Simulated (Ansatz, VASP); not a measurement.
# Mg3ZnS4: VASP beside Ansatz

Contents of POSCAR:

```
Mg3ZnS4
1.0
   -2.6032073063      2.6032073063      5.1927371682
    2.6032073063     -2.6032073063      5.1927371682
    2.6032073063      2.6032073063     -5.1927371682
Mg Zn S
3 1 4
Direct
    0.7500000000      0.2500000000      0.5000000000
    0.2500000000      0.7500000000      0.5000000000
    0.5000000000      0.5000000000      0.0000000000
    0.0000000000      0.0000000000      0.0000000000
    0.5000000000      0.0000000000      0.5000000000
    0.0000000000      0.5000000000      0.5000000000
    0.2456058986      0.2456058986      0.0000000000
    0.7543941014      0.7543941014      0.0000000000
```

Contents of INCAR.step1:

```
ALGO = Normal ; EDIFF = 1E-4
ENCUT = 520 ; GGA = PE
ISMEAR = 0 ; LASPH = True
LCHARG = False ; LREAL = False
LWAVE = True ; NBANDS = 31
NELM = 60 ; PREC = Accurate
SIGMA = 0.02
```

File INCAR.step2:

```
ALGO = Normal ; EDIFF = 1E-6
ENCUT = 520 ; ISIF = 2
ISMEAR = 0 ; ISTART = 1
LASPH = True ; LCHARG = False
LMIXTAU = True ; LREAL = False
LWAVE = False ; METAGGA = R2SCAN
NBANDS = 31 ; NELM = 60
PREC = Accurate ; SIGMA = 0.02
```

Contents of KPOINTS:

```
k-points
0
Gamma
  8 8 8
```

Input for Ansatz:

```yaml
crystal:
  lattice:
    - [-2.6032073063, 2.6032073063, 5.1927371682]
    - [2.6032073063, -2.6032073063, 5.1927371682]
    - [2.6032073063, 2.6032073063, -5.1927371682]
  atoms:
    - { symbol: Mg, position: [0.75, 0.25, 0.5] }
    - { symbol: Mg, position: [0.25, 0.75, 0.5] }
    - { symbol: Mg, position: [0.5, 0.5, 0.0] }
    - { symbol: Zn, position: [0.0, 0.0, 0.0] }
    - { symbol: S, position: [0.5, 0.0, 0.5] }
    - { symbol: S, position: [0.0, 0.5, 0.5] }
    - { symbol: S, position: [0.2456058986, 0.2456058986, 0.0] }
    - { symbol: S, position: [0.7543941014, 0.7543941014, 0.0] }
basis:
  ecutwfc: 500
kpoints:
  mp_grid: { grid: [8, 8, 8] }
  band_path:
    path:
      - [[0.0, 0.0, 0.0], [0.0, 0.0, 0.5], [0.25, 0.25, 0.25], [0.0, 0.5, 0.0], [0.0, 0.0, 0.0], [0.5, 0.5, -0.5], [0.31282968, 0.68717032, -0.31282968]]
      - [[-0.31282968, 0.31282968, 0.31282968], [0.0, 0.0, 0.0]]
      - [[0.0, 0.0, 0.5], [-0.12565936, 0.12565936, 0.5]]
      - [[0.5, 0.5, -0.12565936], [0.5, 0.5, -0.5]]
    npoints: 14
hamiltonian:
  xc: r2scan
scf:
  occupations: { method: gaussian, width: 0.02 }
  n_extra_bands: 20
output:
  forces: true
  stress: true
  eigenvalues: true
  populations: true
  dos: { projected: true, de: 0.02, nscf_kmesh: { grid: [12, 12, 12] } }
  bader: true
  write_density: true
  write_potential: true
  elf: true
  volumetric_format: npy
```

Alike in both runs: task single point; functional r2SCAN; k mesh 8 × 8 × 8; occupations gaussian, width 0.02 eV; no spin polarisation.

|  | VASP | Ansatz |
| --- | --- | --- |
| version | VASP 6.6.1 | Ansatz 0.2.0 |
| potentials or method | VASP PAW PBE potentials, release 64 (Mg, Zn, S), cutoff 520 eV | scalar-relativistic, plane waves, PAW |
| valence electrons in the cell | 42 | 66 |

Ansatz gave:

- gap on the k mesh at the Fermi level (eV): 1.44
- least direct gap on the mesh (eV): 2.25
- pressure (GPa): -1.5
- rms of the force components (eV/Å): 0.007

Q: What did VASP give for the same quantities?

A: gap on the k mesh at the Fermi level (eV): 1.43; least direct gap on the mesh (eV): 2.24; pressure (GPa): -1.8; rms of the force components (eV/Å): 0.001.

VASP's potentials were made for PBE, not for r2SCAN. Atom by atom the forces differ by 0.006 eV/Å (rms over components). VASP's potentials hold 42 valence electrons a cell and Ansatz's 66, so a difference there can come from the potentials and not from the codes.
